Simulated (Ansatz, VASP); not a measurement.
# Zr in VASP and in Ansatz

```xyz
2
Lattice="3.2320 0.0000 0.0000 -1.6160 2.7990 0.0000 0.0000 0.0000 5.1470" Properties=species:S:1:pos:R:3 pbc="T T T"
Zr    0.0000    2.1660    0.9868
Zr    1.6160    0.9330    3.8603
```

Alike in both runs: task single point; functional PBEsol; k mesh 18 × 18 × 10; occupations gaussian, width 0.15 eV; no spin polarisation.

|  | VASP | Ansatz |
| --- | --- | --- |
| version | VASP 6.6.1 | Ansatz 0.2.0 |
| potentials or method | VASP PAW PBE potentials, release 64 (Zr_sv), cutoff 520 eV | scalar-relativistic, plane waves, PAW |
| valence electrons in the cell | 24 | 24 |

Ansatz gave:

- gap on the k mesh at the Fermi level (eV): none
- pressure (GPa): -0.7
- traceless stress, the component that is largest in VASP (GPa): -4.04
- rms of the force components (eV/Å): 0.909

Task: Estimate VASP's values.

Result: gap on the k mesh at the Fermi level (eV): none; pressure (GPa): -0.7; traceless stress, the component that is largest in VASP (GPa): -4.07; rms of the force components (eV/Å): 0.913.

VASP's potentials were made for PBE, not for PBEsol. Atom by atom the forces differ by 0.006 eV/Å (rms over components). A gap of «none» marks a metal or a gap that the smearing closes.
